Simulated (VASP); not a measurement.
Set up this calculation in VASP 6.6.1, as the native input.

* Task: single point
* Functional: LDA
* Potentials or basis: VASP PAW LDA potentials, release 64 (Al, Ga_d, N)
* Cutoff: 520 eV
* k mesh: 6 × 6 × 6
* Occupations: gaussian, width 0.05 eV
* Spin: no spin polarisation
* Dipole correction: no
* Further INCAR settings: ALGO = Normal; EDIFF = 1e-06; NBANDS = 41

The structure of AlGa3N4 lies in POSCAR:

```
AlGa3N4
1.0
    4.3382171223      0.1549363258      0.1549363258
    0.1549363258      4.3382171223      0.1549363258
    0.1549363258      0.1549363258      4.3382171223
Al Ga N
1 3 4
Direct
    0.0000000000      0.0000000000      0.0000000000
    0.5000000000      0.5000000000      0.0000000000
    0.5000000000      0.0000000000      0.5000000000
    0.0000000000      0.5000000000      0.5000000000
    0.7548078379      0.7548078379      0.2451921621
    0.7548078379      0.2451921621      0.7548078379
    0.2451921621      0.7548078379      0.7548078379
    0.2451921621      0.2451921621      0.2451921621
```

The input as run:

INCAR

```
SYSTEM = AlGa3N4
PREC = Accurate
ENCUT = 520
EDIFF = 1E-6
ISMEAR = 0
SIGMA = 0.05
LREAL = .FALSE.
LASPH = .TRUE.
NELM = 60
ALGO = Normal
ISIF = 2
LWAVE = .FALSE.
LCHARG = .FALSE.
GGA = CA
NBANDS = 41
```

KPOINTS

```
regular mesh
0
G
  6 6 6
  0 0 0
```

Potentials or basis: VASP PAW LDA potentials, release 64 (Al, Ga_d, N).

Run with:

```console
$ cat potpaw_LDA.64/Al/POTCAR potpaw_LDA.64/Ga_d/POTCAR potpaw_LDA.64/N/POTCAR > POTCAR
$ mpirun -np 1 vasp_std > vasp.out
```

It gave:

| Property | Result |
| --- | --- |
| Pressure | 19.9 GPa |
| Largest force | 1.347 eV/Å |
| Band gap on the k mesh | 2.43 eV |

Caveat: the cell stands under pressure; forces of over 1 eV/Å act on the atoms, so gaps and moduli don't describe the material at rest.

Run time: 34 s on 1 thread of Intel(R) Xeon(R) 6975P-C (Granite Rapids) (shared host), peak memory 0.21 GiB.
